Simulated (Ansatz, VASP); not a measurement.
## CuGe3Sb2I: VASP beside Ansatz

```
Cu Ge Sb I
1.0
     4.14374    0.00000    0.00000
     0.00000    4.14374    0.00000
     0.00000    0.00000   10.04669
Cu Ge Sb I
1 3 2 1
Cartesian
  0.0000 0.0000 5.0233
  0.0000 0.0000 7.5772
  0.0000 0.0000 2.4695
  0.0000 0.0000 0.0000
  2.0719 2.0719 8.4670
  2.0719 2.0719 1.5797
  2.0719 2.0719 5.0233
```

Alike in both runs: functional PBE; k mesh 3 × 3 × 2; occupations gaussian, width 0.15 eV; collinear spin.

Ansatz relaxed the structure, and its values are those at the end. VASP's run is a single point on that final structure, the one shown.

|  | VASP | Ansatz |
| --- | --- | --- |
| version | VASP 6.6.1 | Ansatz 0.2.0 |
| potentials or method | VASP PAW PBE potentials, release 64 (Cu, Ge_d, Sb, I), cutoff 520 eV | scalar-relativistic, plane waves, PAW |
| valence electrons in the cell | 70 | 108 |

VASP gave:

```
gap on the k mesh at the Fermi level (eV) : none
pressure (GPa)                            : 0.2
rms of the force components (eV/Å)        : 0.009
net moment per atom (μB)                  : 0.00
```

Question: What did Ansatz give for the same quantities?

Answer: gap on the k mesh at the Fermi level (eV): none; pressure (GPa): 0.0; rms of the force components (eV/Å): 0.015; net moment per atom (μB): 0.00.

A gap of «none» marks a metal or a gap that the smearing closes. The functional is the same, so the differences come from potentials, cutoffs and numerics. VASP's potentials hold 70 valence electrons a cell and Ansatz's 108, so a difference there can come from the potentials and not from the codes. Ansatz's warnings: seeded moment not kept.

The k mesh is coarse, so the values compare programs but aren't converged. Spin-orbit coupling is off throughout.
